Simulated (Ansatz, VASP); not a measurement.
# One calculation of Ag, two programs

```
CELL_PARAMETERS angstrom
2.91523 0.00000 0.00000
-1.45762 2.52466 0.00000
0.00000 0.00000 4.71455
ATOMIC_POSITIONS crystal
Ag 0.33333 0.66667 0.25000
Ag 0.66667 0.33333 0.75000
```

Alike in both runs: functional r2SCAN; k mesh 12 × 12 × 7; occupations fermi-dirac, width 0.1 eV; no spin polarisation.

Ansatz relaxed the structure, and its values are those at the end. VASP's run is a single point on that final structure, the one shown.

|  | VASP | Ansatz |
| --- | --- | --- |
| version | VASP 6.6.1 | Ansatz 0.2.0 |
| potentials or method | VASP PAW PBE potentials, release 64 (Ag), cutoff 520 eV | plane waves (500 eV) with PAW, scalar-relativistic |
| valence electrons in the cell | 22 | 38 |

VASP gave:

- pressure (GPa): 0.1

Question: Estimate Ansatz's values.

Answer: Pressure (GPa): 0.0.

VASP's potentials were made for PBE, not for r2SCAN. VASP's potentials hold 22 valence electrons a cell and Ansatz's 38, so a difference there can come from the potentials and not from the codes.
